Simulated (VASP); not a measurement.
# Hf (Fm-3m) in VASP: a series of runs, part 2 of 2

VASP 6.6.1. The steps go on from the part before.

### 4 Single point, RPBE+D3(BJ)

This run uses another cell than the first one, of 17.99 Å³/atom, 0.775 times its volume.

Input file INCAR:

```
ALGO     = Normal         # electronic algorithm
EDIFF    = 1E-6           # SCF threshold, eV
ENCUT    = 520            # plane-wave cutoff, eV
GGA      = RP             # functional
ISIF     = 2              # what is computed and relaxed
ISMEAR   = -1             # smearing method
IVDW     = 12             # dispersion correction
LASPH    = T              # aspherical terms in the spheres
LCHARG   = T              # write CHGCAR
LELF     = T              # ELF
LREAL    = F              # projectors in reciprocal space
LVHAR    = T            
LWAVE    = F              # write WAVECAR
NBANDS   = 11             # bands
NELM     = 80             # most SCF steps
PREC     = Accurate       # precision mode
SIGMA    = 0.05           # smearing width, eV
```

Input file KPOINTS:

```
k-points
0
Gamma
  10 10 10
```

Input file POSCAR:

```
Hf
1.0
    0.0000000000      2.0795434459      2.0795434459
    2.0795434459      0.0000000000      2.0795434459
    2.0795434459      2.0795434459      0.0000000000
Hf
1
Direct
    0.0000000000      0.0000000000      0.0000000000
```

Potentials or basis: VASP PAW PBE potentials, release 64 (Hf_pv).

Launch:

```
cat potpaw_PBE.64/Hf_pv/POTCAR > POTCAR
mpirun -np 1 vasp_std > vasp.out
```

OUTCAR:

```text
EDIFF = 1E-6
   ENCUT = 520
   GGA = RP
   ISIF = 2
   ISMEAR = -1
   IVDW = 12
   LASPH = T
   LREAL = F
   NELM = 80
   PREC = Accurate
 IVDW          = 12

 ion  position               nearest neighbor table
   1  0.000  0.000  0.000-

  LATTYP: Found a face centered cubic cell.
 ALAT       =     4.1590868918

  Lattice vectors:

 A1 = (   0.0000000000,   2.0795434459,   2.0795434459)
[... 514 lines left out ...]
      9      14.2595      0.00000
     10      20.3054      0.00000
     11      21.1282      0.00000

 [... further k-points ...]

------------------------ aborting loop because EDIFF is reached ----------------------------------------

 Edisp (eV)   -4.35882

 E8    (eV) :    -3.3243

  FORCE on cell =-STRESS in cart. coord.  units (eV):
  Direction    XX          YY          ZZ          XY          YZ          ZX
  --------------------------------------------------------------------------------------
  -------------------------------------------------------------------------------------
  Total      -0.07062    -0.07062    -0.07062     0.00000    -0.00000     0.00000
  in kB      -6.29078    -6.29078    -6.29078     0.00000    -0.00000     0.00000
  external pressure =       -6.29 kB  Pullay stress =        0.00 kB

 VOLUME and BASIS-vectors are now :
 -----------------------------------------------------------------------------
  energy-cutoff  :      520.00
  volume of cell :       17.99
      direct lattice vectors                 reciprocal lattice vectors
     0.000000000  2.079543446  2.079543446    -0.240437391  0.240437391  0.240437391
     2.079543446  0.000000000  2.079543446     0.240437391 -0.240437391  0.240437391
     2.079543446  2.079543446  0.000000000     0.240437391  0.240437391 -0.240437391

 POSITION                                       TOTAL-FORCE (eV/Angst)
 -----------------------------------------------------------------------------------
      0.00000      0.00000      0.00000        -0.000000     -0.000000     -0.000000
 -----------------------------------------------------------------------------------
    total drift:                               -0.000000      0.000000      0.000000

  FREE ENERGIE OF THE ION-ELECTRON SYSTEM (eV)
  ---------------------------------------------------
  free  energy   TOTEN  =       -13.3045057709 eV

  energy  without entropy=      -13.2921171578  energy(sigma->0) =      -13.29831146
```

stdout:

```text
POSCAR found type information on POSCAR Hf
 POSCAR found :  1 types and       1 ions
 scaLAPACK will be used
 -----------------------------------------------------------------------------
|                                                                             |
|                                                                             |
|     You enforced a specific xc type in the INCAR file but a different       |
|     I HOPE YOU KNOW WHAT YOU ARE DOING!                                     |
|                                                                             |
 -----------------------------------------------------------------------------

 LDA part: xc-table for (Slater+PW92), standard interpolation
 POSCAR, INCAR and KPOINTS ok, starting setup
 FFT: planning ... GRIDC
 FFT: planning ... GRID_SOFT
 FFT: planning ... GRID
 WAVECAR not read
 entering main loop
```

Wall time 8.7 s (1 thread of Intel Xeon 6975P-C, shared host); peak memory 0.15 GiB.

Results:

```yaml
Free_energy: -13.3045 eV
Pressure: -0.6 GPa
Band_gap_on_the_k_mesh: zero (band 5 reaches 7.94 eV, above the bottom of band 6 at 5.96 eV)
Dispersion_energy_per_atom: -4.359 eV
```

Caveat: the PAW data sets were made with another functional, which shifts forces and pressure a little; spin-orbit coupling is left out, which moves the levels of the heavy elements; pairwise dispersion overbinds metals, which lowers pressure and volume.

### 5 Single point, BLYP+D3(BJ)

This run uses another cell than the first one, of 21.31 Å³/atom, 0.919 times its volume.

Input file INCAR:

```
PREC = Accurate
ENCUT = 520
EDIFF = 1E-7
ISMEAR = -1
SIGMA = 0.05
LREAL = F
LASPH = T
NELM = 80
ALGO = Normal
ISIF = 2
LWAVE = F
LCHARG = T
GGA = B5
ALDAX = 1.0
AGGAX = 1.0
AGGAC = 1.0
ALDAC = 0.0
IVDW = 12
VDW_S6 = 1.0
VDW_S8 = 2.6996
VDW_A1 = 0.4298
VDW_A2 = 4.2359
LELF = T
LVHAR = T
NBANDS = 11
```

Input file KPOINTS:

```
Automatic mesh
0
Gamma
  10 10 10
```

Input file POSCAR:

```
Hf
1.0
    0.0000000000      2.2006416440      2.2006416440
    2.2006416440      0.0000000000      2.2006416440
    2.2006416440      2.2006416440      0.0000000000
Hf
1
Direct
    0.0000000000      0.0000000000      0.0000000000
```

Potentials or basis: VASP PAW PBE potentials, release 64 (Hf_pv).

Launch:

```
cat potpaw_PBE.64/Hf_pv/POTCAR > POTCAR
mpirun -np 1 vasp_std > vasp.out
```

OUTCAR:

```text
PREC = Accurate
   ENCUT = 520
   EDIFF = 1E-7
   ISMEAR = -1
   LREAL = F
   LASPH = T
   NELM = 80
   ISIF = 2
   GGA = B5
   IVDW = 12
 IVDW          = 12

 ion  position               nearest neighbor table
   1  0.000  0.000  0.000-

  LATTYP: Found a face centered cubic cell.
 ALAT       =     4.4012832880

  Lattice vectors:

 A1 = (   0.0000000000,   2.2006416440,   2.2006416440)
 A2 = (   2.2006416440,   0.0000000000,   2.2006416440)
 A3 = (   2.2006416440,   2.2006416440,   0.0000000000)

Analysis of symmetry for initial positions (statically):
=====================================================================
 Subroutine PRICEL returns:
 Original cell was already a primitive cell.

 Routine SETGRP: Setting up the symmetry group for a
 face centered cubic supercell.

 Subroutine GETGRP returns: Found 48 space group operations
 (whereof 48 operations were pure point group operations)
 out of a pool of 48 trial point group operations.

The static configuration has the point symmetry O_h .

Analysis of symmetry for dynamics (positions and initial velocities):
=====================================================================
 Subroutine PRICEL returns:
 Original cell was already a primitive cell.

 Routine SETGRP: Setting up the symmetry group for a
 face centered cubic supercell.

 Subroutine GETGRP returns: Found 48 space group operations
 (whereof 48 operations were pure point group operations)
 out of a pool of 48 trial point group operations.

The dynamic configuration has the point symmetry O_h .

 Subroutine INISYM returns: Found 48 space group operations
 (whereof 48 operations are pure point group operations),
 and found     1 'primitive' translations

----------------------------------------------------------------------------------------

                                     Primitive cell

  volume of cell :      21.3146

  direct lattice vectors                    reciprocal lattice vectors
     0.000000000  2.200641644  2.200641644    -0.227206461  0.227206461  0.227206461
     2.200641644  0.000000000  2.200641644     0.227206461 -0.227206461  0.227206461
     2.200641644  2.200641644  0.000000000     0.227206461  0.227206461 -0.227206461

  length of vectors
     3.112177259  3.112177259  3.112177259     0.393533134  0.393533134  0.393533134

  position of ions in fractional coordinates (direct lattice)
     0.000000000  0.000000000  0.000000000

  ion indices of the primitive-cell ions
   primitive index   ion index
                 1           1

----------------------------------------------------------------------------------------

 KPOINTS: Automatic mesh

Automatic generation of k-mesh.
 Grid dimensions read from file:
 generate k-points for:   10   10   10

 Generating k-lattice:

  Cartesian coordinates                     Fractional coordinates (reciprocal lattice)
    -0.022720646  0.022720646  0.022720646     0.100000000  0.000000000  0.000000000
     0.022720646 -0.022720646  0.022720646     0.000000000  0.100000000  0.000000000
     0.022720646  0.022720646 -0.022720646     0.000000000  0.000000000  0.100000000

  Length of vectors
     0.039353313  0.039353313  0.039353313

  Shift w.r.t. Gamma in fractional coordinates (k-lattice)
     0.000000000  0.000000000  0.000000000

 Subroutine IBZKPT returns following result:
 ===========================================

 Found     47 irreducible k-points:

 Following reciprocal coordinates:
            Coordinates               Weight
  0.000000  0.000000  0.000000      1.000000
  0.100000  0.000000  0.000000      8.000000
  0.200000  0.000000  0.000000      8.000000
  0.300000  0.000000  0.000000      8.000000
  0.400000  0.000000  0.000000      8.000000
  0.500000  0.000000  0.000000      4.000000
[... 16 lines left out ...]
  0.300000  0.300000  0.000000      6.000000
  0.400000  0.300000  0.000000     24.000000
 [... further k-points ...]
   k-points           NKPTS =     47   k-points in BZ     NKDIM =     47   number of bands    NBANDS=     11
   number of dos      NEDOS =    301   number of ions     NIONS =      1
   total plane-waves  NPLWV =  13824
   dimension x,y,z NGX =    24 NGY =   24 NGZ =   24
   dimension x,y,z NGXF=    48 NGYF=   48 NGZF=   48
   ions per type =               1
   NGX,Y,Z   is equivalent  to a cutoff of  12.82, 12.82, 12.82 a.u.
   NGXF,Y,Z  is equivalent  to a cutoff of  25.64, 25.64, 25.64 a.u.
 SYSTEM =  unknown system
   PREC   = accura    normal or accurate (medium, high low for compatibility)
   ISTART =      0    job   : 0-new  1-cont  2-samecut
   ICHARG =      2    charge: 1-file 2-atom 10-const
   ISPIN  =      1    spin polarized calculation?
   LNONCOLLINEAR =      F non collinear calculations
   LSORBIT =      F    spin-orbit coupling
   LASPH  =      T    aspherical Exc in radial PAW
   ENCUT  =  520.0 eV  38.22 Ry    6.18 a.u.   5.79  5.79  5.79*2*pi/ulx,y,z
   NELM   =     80;   NELMIN=  2; NELMDL= -5     # of ELM steps
   EDIFF  = 0.1E-06   stopping-criterion for ELM
   LREAL  =      F    real-space projection
   EDIFFG = 0.1E-05   stopping-criterion for IOM
   NSW    =      0    number of steps for IOM
   IBRION =     -1    ionic relax: 0-MD 1-quasi-New 2-CG
   NFREE  =      0    steps in history (QN), initial steepest desc. (CG)
   ISIF   =      2    stress and relaxation
   ISYM   =      2    0-nonsym 1-usesym 2-fastsym
   POTIM  = 0.5000    time-step for ionic-motion
   TEBEG  =    0.0;   TEEND  =   0.0 temperature during run
   PSTRESS=    0.0 pullay stress
   NELECT =      10.0000    total number of electrons
   NUPDOWN=      -1.0000    fix difference up-down
   EMIN   =  10.00;   EMAX   =-10.00  energy-range for DOS
   EFERMI =   0.00;   METHOD = LEGACY
   ISMEAR =    -1;   SIGMA  =   0.05  broadening in eV -4-tet -1-fermi 0-gaus
   EFERMI_NEDOS =   21; number of points for ismear=-14 and -15
   IALGO  =     38    algorithm
   IMIX   =      4    mixing-type and parameters
     AMIX     =   0.40;   BMIX     =  1.00
     AMIX_MAG =   1.60;   BMIX_MAG =  1.00
  volume/ion in A,a.u.               =      21.31       143.84
  Fermi-wavevector in a.u.,A,eV,Ry     =   1.272083  2.403889 22.016887  1.618196
  Thomas-Fermi vector in A             =   2.404981
   LORBIT       =      0    0 simple, 1 ext, 2 COOP (PROOUT), +10 PAW based schemes
   GGA     = B5    functional components
   LHFCALC =     F    Hartree Fock is set to
   AEXX    =    0.0000 exact exchange contribution
   IVDW    =    12    specifies the selected vdW correction
   LEPSILON=     F    determine dielectric tensor
   LRPA    =     F    only Hartree local field effects (RPA)
 non-spin polarized calculation
  energy-cutoff  :      520.00
  volume of cell :       21.31
 maximum number of plane-waves:       589
   NGX = 11   NGY = 11   NGZ = 11

 number of electron      10.0000001 magnetization

 Free energy of the ion-electron system (eV)
  ---------------------------------------------------
  ext. energy  EPLUGINS =         0.00000000
  ---------------------------------------------------
  free energy    TOTEN  =        -8.51067235 eV

  energy without entropy =       -8.50011837  energy(sigma->0) =       -8.50539536

 E-fermi :   5.6220     XC(G=0): -10.9209

 val. band max:        5.5773838835   @ k =  -0.2000   0.1000   0.0000
 cond. band min:       5.6256296918   @ k =   0.3000   0.0000   0.0000
 fundamental gap:      0.0482458084
 Fermi energy:         5.6220121749

 k-point     1 :       0.0000    0.0000    0.0000
  band No.  band energies     occupation
      1     -24.1566      2.00000
      2     -24.1566      2.00000
      3     -24.1566      2.00000
      4      -1.6138      2.00000
      5       6.9312      0.00000
      6       6.9312      0.00000
      7       6.9312      0.00000
      8       9.8448      0.00000
      9       9.8448      0.00000
     10      17.2069      0.00000
     11      18.1531      0.00000
[... 309 lines left out ...]
 k-point    24 :       0.4000    0.3000    0.0000
  band No.  band energies     occupation
      1     -24.8986      2.00000
      2     -24.4557      2.00000
      3     -24.4241      2.00000
      4       2.3241      2.00000
      5       3.9363      2.00000
      6       6.5697      0.00000
      7       9.7875      0.00000
      8      10.8774      0.00000
      9      11.9280      0.00000
     10      17.8624      0.00000
     11      18.2473      0.00000

 [... further k-points ...]

------------------------ aborting loop because EDIFF is reached ----------------------------------------

 Edisp (eV)   -1.18380

 E8    (eV) :    -0.9523

  FORCE on cell =-STRESS in cart. coord.  units (eV):
  Direction    XX          YY          ZZ          XY          YZ          ZX
  --------------------------------------------------------------------------------------
  -------------------------------------------------------------------------------------
  Total       0.00790     0.00790     0.00790     0.00000     0.00000    -0.00000
  in kB       0.59408     0.59408     0.59408     0.00000     0.00000    -0.00000
  external pressure =        0.59 kB  Pullay stress =        0.00 kB

 VOLUME and BASIS-vectors are now :
 -----------------------------------------------------------------------------
  energy-cutoff  :      520.00
  volume of cell :       21.31
      direct lattice vectors                 reciprocal lattice vectors
     0.000000000  2.200641644  2.200641644    -0.227206461  0.227206461  0.227206461
     2.200641644  0.000000000  2.200641644     0.227206461 -0.227206461  0.227206461
     2.200641644  2.200641644  0.000000000     0.227206461  0.227206461 -0.227206461

 POSITION                                       TOTAL-FORCE (eV/Angst)
 -----------------------------------------------------------------------------------
      0.00000      0.00000      0.00000        -0.000000      0.000000      0.000000
 -----------------------------------------------------------------------------------
    total drift:                                0.000000      0.000000      0.000000

  FREE ENERGIE OF THE ION-ELECTRON SYSTEM (eV)
  ---------------------------------------------------
  free  energy   TOTEN  =        -9.6944713813 eV

  energy  without entropy=       -9.6839174021  energy(sigma->0) =       -9.68919439
```

It took 15 s on 1 thread of Intel Xeon 6975P-C, shared host; peak memory 0.15 GiB.

Results:

```
Free energy                : -9.6945 eV
Pressure                   : 0.1 GPa
Band gap on the k mesh     : zero (band 5 reaches 6.93 eV, above the bottom of band 6 at 5.23 eV)
Dispersion energy per atom : -1.184 eV
```

Caveat: the PAW data sets were made with another functional, which shifts forces and pressure a little; spin-orbit coupling is left out, which moves the levels of the heavy elements; pairwise dispersion overbinds metals, which lowers pressure and volume.

### 6 Summary

```tsv
level	spin	cell	gap on the mesh (eV)	pressure (GPa)
r2SCAN	off	a = 3.201 Å, angles 60.0°, 1 atom	none	-3.6
PBEsol	non-collinear, zero start, SOC	a = 3.140 Å, angles 60.0°, 1 atom	-	-2.5
RPBE+D3(BJ)	off	a = 2.941 Å, angles 60.0°, 1 atom	none	-0.6
BLYP+D3(BJ)	off	a = 3.112 Å, angles 60.0°, 1 atom	none	0.1
```

Alike in all rows: task single point; potentials or basis VASP PAW PBE potentials, release 64 (Hf_pv); k mesh 10 × 10 × 10; cutoff (eV) 520; smearing fermi-dirac 0.05 eV.

Caveats: the PAW data sets were made with another functional, which shifts forces and pressure a little; spin-orbit coupling is left out, which moves the levels of the heavy elements (some runs); pairwise dispersion overbinds metals, which lowers pressure and volume (some runs).

Absolute energies hang on the potentials; compare differences alone.
